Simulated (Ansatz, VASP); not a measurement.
## Two plane-wave programs on Zn9O8

```
Zn O
1.0
    -3.21900   -5.57547    0.00000
     4.82850   -2.78774    0.00000
     0.00000    0.00000    5.14890
Zn O
9 8
Direct
  0.48953 0.31950 0.02227
  0.48379 0.67347 0.47678
  0.25735 0.83023 0.98392
  0.25721 0.17318 0.50531
  0.02502 0.31945 0.02239
  0.03088 0.67354 0.47675
  0.75734 0.84510 0.00900
  0.75715 0.13300 0.48053
  0.75738 0.49312 0.71589
  0.50868 0.32909 0.39130
  0.50617 0.65870 0.87852
  0.25735 0.85270 0.35977
  0.25726 0.15873 0.87596
  0.00570 0.32912 0.39141
  0.00851 0.65869 0.87855
  0.75732 0.81151 0.37804
  0.75727 0.16855 0.88815
```

Alike in both runs: functional LDA; k mesh 2 × 2 × 2; occupations gaussian, width 0.05 eV; no spin polarisation.

Ansatz relaxed the structure, and its values are those at the end. VASP's run is a single point on that final structure, the one shown.

|  | VASP | Ansatz |
| --- | --- | --- |
| version | VASP 6.6.1 | Ansatz 0.2.0 |
| potentials or method | VASP PAW LDA potentials, release 64 (Zn, O), cutoff 520 eV | scalar-relativistic, plane waves, PAW |
| valence electrons in the cell | 156 | 156 |

Ansatz gave:

```
rms of the force components (eV/Å) : 0.002
```

What did VASP give for the same quantities?

rms of the force components (eV/Å): 0.019.

Ansatz warns that its potentials were made for another functional, while VASP's fit it. LDA's correlation is that of Perdew and Zunger in VASP and of Perdew and Wang (1992) in Ansatz.

The k mesh is coarse, so the values compare programs but aren't converged.
